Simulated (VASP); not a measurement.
Set up this calculation in VASP 6.6.1, as the native input.

```
Task                   : single point
Functional             : PBE
Potentials or basis    : VASP PAW PBE potentials, release 64 (Ni_sv_GW, O)
Cutoff                 : 700 eV
k mesh                 : 12 × 12 × 12
Occupations            : gaussian, width 0.02 eV
Spin                   : collinear spin, ferromagnetic start
Starting moments       : [1.91, 0.21] μB
Hubbard terms          : Ni d U = 6.2 eV
Dipole correction      : no
Further INCAR settings : ALGO = Normal; EDIFF = 1e-06; NBANDS = 23
```

The structure of NiO lies in POSCAR:

```
NiO
1.0
    0.0000000000      2.1337134514      2.1337134514
    2.1337134514      0.0000000000      2.1337134514
    2.1337134514      2.1337134514      0.0000000000
Ni O
1 1
Direct
    0.0000000000      0.0000000000      0.0000000000
    0.5000000000      0.5000000000      0.5000000000
```

These files were run (other wordings do the same):

INCAR

```
PREC     = Accurate       # precision mode
ENCUT    = 700            # plane-wave cutoff, eV
EDIFF    = 1E-6           # SCF threshold, eV
ISMEAR   = 0              # smearing method
SIGMA    = 0.02           # smearing width, eV
LREAL    = False          # projectors in reciprocal space
LASPH    = True           # aspherical terms in the spheres
NELM     = 200            # most SCF steps
ALGO     = Normal         # electronic algorithm
ISIF     = 2              # what is computed and relaxed
LWAVE    = False          # write WAVECAR
LCHARG   = False          # write CHGCAR
ISPIN    = 2              # spin polarisation
MAGMOM   = 1.91 0.21      # initial moments
LORBIT   = 11             # projections on sites
LMAXMIX  = 4              # l up to which the mixer works
LDAU     = True           # DFT+U
LDAUTYPE = 2            
LDAUL    = 2 -1           # shell
LDAUU    = 6.2 0          # U, eV
LDAUJ    = 0 0          
LDAUPRINT= 1            
GGA      = PE             # functional
NBANDS   = 23             # bands
GGA_COMPAT= False
```

KPOINTS

```
Automatic mesh
0
Gamma
  12 12 12
```

Potentials or basis: VASP PAW PBE potentials, release 64 (Ni_sv_GW, O).

Launch:

```console
$ cat potpaw_PBE.64/Ni_sv_GW/POTCAR potpaw_PBE.64/O/POTCAR > POTCAR
$ mpirun -np 1 vasp_std > vasp.out
```

It gave:

```yaml
Pressure: -2.2 GPa
Band_gap_on_the_k_mesh: 2.00 eV (least direct gap 3.17 eV)
Net_moment: 2.00 μB per cell
Site_moments: Ni +1.80; O +0.16 μB
Valence_electrons_inside_the_program's_atomic_spheres: Ni 16.07; O 5.01
```

Caveat: a cell with one magnetic atom can't hold antiferromagnetic order, which such compounds often take.

It took 76 s on 1 thread of AMD EPYC 9R45 96-Core Processor (Zen 5), with other jobs on the host, peak memory 0.21 GiB.
